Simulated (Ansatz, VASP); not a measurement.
**One calculation of LuH3, two programs**

The input INCAR:

```
ALGO = Normal
EDIFF = 1E-6
ENCUT = 520
GGA = CA
ISIF = 2
ISMEAR = 0
LASPH = True
LCHARG = False
LREAL = Auto
LWAVE = False
NBANDS = 102
NELM = 100
PREC = Accurate
SIGMA = 0.1
```

Contents of KPOINTS:

```
k-points
0
Gamma
  3 3 4
```

File POSCAR:

```
LuH3
1.0
    6.0948424347      0.0000000000      0.0000000000
   -3.0474212174      5.2782883805      0.0000000000
    0.0000000000      0.0000000000      6.3777478800
Lu H
6 18
Direct
    0.6623873300      0.0000000000      0.2500000000
    0.3376126700      0.3376126700      0.2500000000
    0.0000000000      0.6623873300      0.2500000000
    0.6623873300      0.6623873300      0.7500000000
    0.0000000000      0.3376126700      0.7500000000
    0.3376126700      0.0000000000      0.7500000000
    0.3199835000      0.9663259100      0.4105443400
    0.6463424100      0.6800165000      0.4105443400
    0.0336740900      0.3536575900      0.4105443400
    0.3199835000      0.3536575900      0.9105443400
    0.0336740900      0.6800165000      0.9105443400
    0.6463424100      0.9663259100      0.9105443400
    0.6800165000      0.0336740900      0.5894556600
    0.3536575900      0.3199835000      0.5894556600
    0.9663259100      0.6463424100      0.5894556600
    0.6800165000      0.6463424100      0.0894556600
    0.9663259100      0.3199835000      0.0894556600
    0.3536575900      0.0336740900      0.0894556600
    0.0000000000      0.0000000000      0.2500000000
    0.0000000000      0.0000000000      0.7500000000
    0.6666666700      0.3333333300      0.3114689900
    0.6666666700      0.3333333300      0.8114689900
    0.3333333300      0.6666666700      0.6885310100
    0.3333333300      0.6666666700      0.1885310100
```

Input for Ansatz:

```yaml
crystal:
  lattice:
    - [6.0948424347, 0.0, 0.0]
    - [-3.0474212174, 5.2782883805, 0.0]
    - [0.0, 0.0, 6.37774788]
  atoms:
    - { symbol: Lu, position: [0.66238733, 0.0, 0.25] }
    - { symbol: Lu, position: [0.33761267, 0.33761267, 0.25] }
    - { symbol: Lu, position: [0.0, 0.66238733, 0.25] }
    - { symbol: Lu, position: [0.66238733, 0.66238733, 0.75] }
    - { symbol: Lu, position: [0.0, 0.33761267, 0.75] }
    - { symbol: Lu, position: [0.33761267, 0.0, 0.75] }
    - { symbol: H, position: [0.3199835, 0.96632591, 0.41054434] }
    - { symbol: H, position: [0.64634241, 0.6800165, 0.41054434] }
    - { symbol: H, position: [0.03367409, 0.35365759, 0.41054434] }
    - { symbol: H, position: [0.3199835, 0.35365759, 0.91054434] }
    - { symbol: H, position: [0.03367409, 0.6800165, 0.91054434] }
    - { symbol: H, position: [0.64634241, 0.96632591, 0.91054434] }
    - { symbol: H, position: [0.6800165, 0.03367409, 0.58945566] }
    - { symbol: H, position: [0.35365759, 0.3199835, 0.58945566] }
    - { symbol: H, position: [0.96632591, 0.64634241, 0.58945566] }
    - { symbol: H, position: [0.6800165, 0.64634241, 0.08945566] }
    - { symbol: H, position: [0.96632591, 0.3199835, 0.08945566] }
    - { symbol: H, position: [0.35365759, 0.03367409, 0.08945566] }
    - { symbol: H, position: [0.0, 0.0, 0.25] }
    - { symbol: H, position: [0.0, 0.0, 0.75] }
    - { symbol: H, position: [0.66666667, 0.33333333, 0.31146899] }
    - { symbol: H, position: [0.66666667, 0.33333333, 0.81146899] }
    - { symbol: H, position: [0.33333333, 0.66666667, 0.68853101] }
    - { symbol: H, position: [0.33333333, 0.66666667, 0.18853101] }
basis:
  ecutwfc: 420
kpoints:
  mp_grid: { grid: [3, 3, 4] }
hamiltonian:
  xc: lda
scf:
  occupations: { method: gaussian, width: 0.1 }
output:
  forces: true
  stress: true
  eigenvalues: true
```

Alike in both runs: task single point; functional LDA; k mesh 3 × 3 × 4; occupations gaussian, width 0.1 eV; no spin polarisation.

|  | VASP | Ansatz |
| --- | --- | --- |
| version | VASP 6.6.1 | Ansatz 0.2.0 |
| potentials or method | VASP PAW PBE potentials, release 64 (Lu, H), cutoff 520 eV | scalar-relativistic, plane waves, PAW |
| valence electrons in the cell | 168 | 168 |

```tsv
	VASP	Ansatz	Ansatz less VASP
gap on the k mesh at the Fermi level (eV)	0.19	0.18	-0.010
least direct gap on the mesh (eV)	0.19	0.18	-0.010
pressure (GPa)	-5.0	-5.4	-0.41
traceless stress, the component that is largest in VASP (GPa)	0.34	0.45	+0.110
rms of the force components (eV/Å)	0.042	0.039	-0.0027
```

VASP's potentials were made for PBE, not for LDA. LDA's correlation is that of Perdew and Zunger in VASP and of Perdew and Wang (1992) in Ansatz. Atom by atom the forces differ by 0.004 eV/Å (rms over components).

Neither program's run includes spin-orbit coupling.
